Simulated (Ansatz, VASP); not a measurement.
NiO in VASP and in Ansatz

The input INCAR:

```
SYSTEM = NiO
ALGO = Normal
EDIFF = 1E-8
ENCUT = 520
GGA = PS
ISIF = 2
ISMEAR = 1
ISPIN = 2
IVDW = 13
LASPH = .True.
LCHARG = .False.
LDAU = .True.
LDAUJ = 0 0
LDAUL = 2 -1
LDAUPRINT = 1
LDAUTYPE = 2
LDAUU = 5 0
LEFG = .True.
LMAXMIX = 4
LORBIT = 11
LREAL = .False.
LWAVE = .False.
MAGMOM = -0.34 0
NBANDS = 19
NELM = 150
PREC = Accurate
SIGMA = 0.05
```

Contents of KPOINTS:

```
k-points
0
Gamma
  11 11 11
  0 0 0
```

POSCAR

```
NiO
1.0
    0.0000000000      2.0859016414      2.0859016414
    2.0859016414      0.0000000000      2.0859016414
    2.0859016414      2.0859016414      0.0000000000
Ni O
1 1
Direct
    0.0000000000      0.0000000000      0.0000000000
    0.5000000000      0.5000000000      0.5000000000
```

The input input.yaml:

```yaml
crystal:
  lattice:
    - [0.0, 2.0859016414, 2.0859016414]
    - [2.0859016414, 0.0, 2.0859016414]
    - [2.0859016414, 2.0859016414, 0.0]
  atoms:
    - { symbol: Ni, position: [0.0, 0.0, 0.0], spin: -0.34 }
    - { symbol: O, position: [0.5, 0.5, 0.5] }
hamiltonian:
  xc: pbesol
  pseudopotentials: { kind: paw, level: accurate }
  dispersion: d4
  hubbard: { sites: [{ species: Ni, l: d, u_eff: 5.0 }] }
magnetization:
  spin_polarized: true
kpoints:
  mp_grid: { grid: [11, 11, 11] }
scf:
  occupations: { method: cold, width: 0.05 }
output:
  forces: true
  stress: true
  eigenvalues: true
  efg: {}
```

Alike in both runs: task electric field gradients; functional PBEsol; dispersion D4; k mesh 11 × 11 × 11; collinear spin; Hubbard terms Ni d U = 5.0 eV.

|  | VASP | Ansatz |
| --- | --- | --- |
| version | VASP 6.6.1 | Ansatz 0.2.0 |
| potentials or method | VASP PAW PBE potentials, release 64 (Ni, O) | Ansatz PAW earlier set |
| plane-wave cutoff (eV) | 520 | 1080 |
| occupations | methfessel-paxton of order 1, width 0.05 eV | cold, width 0.05 eV |
| valence electrons in the cell | 16 | 24 |

```csv
,VASP,Ansatz,Ansatz less VASP
gap on the k mesh at the Fermi level (eV),1.68,1.49,-0.193
least direct gap on the mesh (eV),2.41,2.24,-0.168
pressure (GPa),-7.9,0.6,+8.57
net moment per atom (μB),1.00,1.00,0.000
size of the moment on the site where the two differ most (μB),1.77,1.69,-0.083
```

VASP's potentials were made for PBE, not for PBEsol. Site moments also hang on the region over which each program counts them. The programs project onto different local orbitals, so the same U acts differently, and such runs can settle in different states. VASP's potentials hold 16 valence electrons a cell and Ansatz's 24, so a difference there can come from the potentials and not from the codes.

Noted on Ansatz's run: the magnetic or orbital state may not be the lowest; odd divisions of the mesh miss points on the zone boundary, where band edges often lie, so the gap on the mesh can be too wide.
